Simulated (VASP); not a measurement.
Runs of VASP 6.6.1 on Co. Symmetry: P6_3/mmc, No. 194, hexagonal system. The conventional cell has a = 2.471 Å, b = 2.471 Å, c = 8.088 Å, α = 90.00°, β = 90.00°, γ = 120.00°. Within 3.3 Å of Co (site symmetry -3m) lie 12 Co at 2.47 Å. Co (site symmetry -6m2) has 12 Co at 2.47 Å within 3.3 Å. 

| level | gap on the mesh (eV) | pressure (GPa) | moment (μB) |
| --- | --- | --- | --- |
| RPBE | none | 10.0 | (b) |
| revPBE | none | 8.3 | 6.53 |
| BLYP | none | (c) | (a) |
| PBE | none | 3.9 | 6.49 |

Alike in all rows: task single point; potentials or basis VASP PAW PBE potentials, release 64 (Co); spin collinear, ferromagnetic start; cell as given; k mesh 10 × 10 × 3; cutoff (eV) 600; smearing fermi-dirac 0.15 eV.

**Question.** Estimate the missing entries.

**Answer.** (a) 6.35; (b) 6.55; (c) 13.8.

Caveats: the cell stands under pressure; the PAW data sets were made with another functional, which shifts forces and pressure a little (at least some runs).

A gap of «none» marks levels without a gap at the run's occupations.
